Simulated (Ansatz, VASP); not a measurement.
Al7GaN8 in VASP and in Ansatz

```
Al Ga N
1.0
     0.00000    0.00000   -5.00937
    -3.11527    5.39581    0.00000
     6.23054    0.00000    0.00000
Al Ga N
7 1 8
Direct
  0.50280 0.16620 0.33310
  0.50280 0.66690 0.33310
  0.50280 0.66690 0.83380
  0.00294 0.33418 0.16835
  0.00339 0.83333 0.16667
  0.00294 0.33418 0.66582
  0.00294 0.83165 0.66582
  0.50190 0.16667 0.83333
  0.12329 0.16625 0.33313
  0.12329 0.66687 0.33313
  0.11110 0.16667 0.83333
  0.12329 0.66687 0.83375
  0.62463 0.33705 0.17409
  0.62261 0.83333 0.16667
  0.62463 0.33705 0.66295
  0.62463 0.82591 0.66295
```

Alike in both runs: functional r2SCAN; k mesh 6 × 6 × 6; occupations gaussian, width 0.02 eV; no spin polarisation.

Ansatz relaxed the structure, and its values are those at the end. VASP's run is a single point on that final structure, the one shown.

|  | VASP | Ansatz |
| --- | --- | --- |
| version | VASP 6.6.1 | Ansatz 0.2.0 |
| potentials or method | VASP PAW PBE potentials, release 64 (Al, Ga_d, N), cutoff 520 eV | scalar-relativistic, plane waves, PAW |
| valence electrons in the cell | 74 | 74 |

Ansatz gave:

| Item | Value |
| --- | --- |
| gap on the k mesh at the Fermi level (eV) | 4.49 |
| least direct gap on the mesh (eV) | 4.49 |
| pressure (GPa) | 0.0 |
| rms of the force components (eV/Å) | 0.000 |

Problem. Which values does VASP return?

Solution. gap on the k mesh at the Fermi level (eV): 4.52; least direct gap on the mesh (eV): 4.52; pressure (GPa): -0.2; rms of the force components (eV/Å): 0.022.

VASP's potentials were made for PBE, not for r2SCAN.
